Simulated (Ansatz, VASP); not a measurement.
# Ta2C: VASP beside Ansatz

```
Ta C
1.0
     3.09061    0.00000    0.00000
    -1.54530    2.67654    0.00000
     0.00000    0.00000    4.90885
Ta C
2 1
Direct
  0.33333 0.66667 0.25437
  0.66667 0.33333 0.74563
  0.00000 0.00000 0.00000
```

Alike in both runs: functional r2SCAN; k mesh 12 × 12 × 7; occupations fermi-dirac, width 0.1 eV; no spin polarisation.

Ansatz relaxed the structure, and its values are those at the end. VASP's run is a single point on that final structure, the one shown.

|  | VASP | Ansatz |
| --- | --- | --- |
| version | VASP 6.6.1 | Ansatz 0.2.0 |
| potentials or method | VASP PAW PBE potentials, release 64 (Ta_pv, C), cutoff 520 eV | PAW plane waves |
| valence electrons in the cell | 26 | 30 |

```csv
,VASP,Ansatz,Ansatz less VASP
pressure (GPa),6.5,5.8,-0.74
rms of the force components (eV/Å),0.017,0.000,-0.0169
```

VASP's potentials were made for PBE, not for r2SCAN. With one functional, cell and mesh, what is left measures potentials, basis and numerics. VASP's potentials hold 26 valence electrons a cell and Ansatz's 30, so a difference there can come from the potentials and not from the codes. Ansatz's warnings: stress scf threshold loose.

Spin-orbit coupling is off throughout.
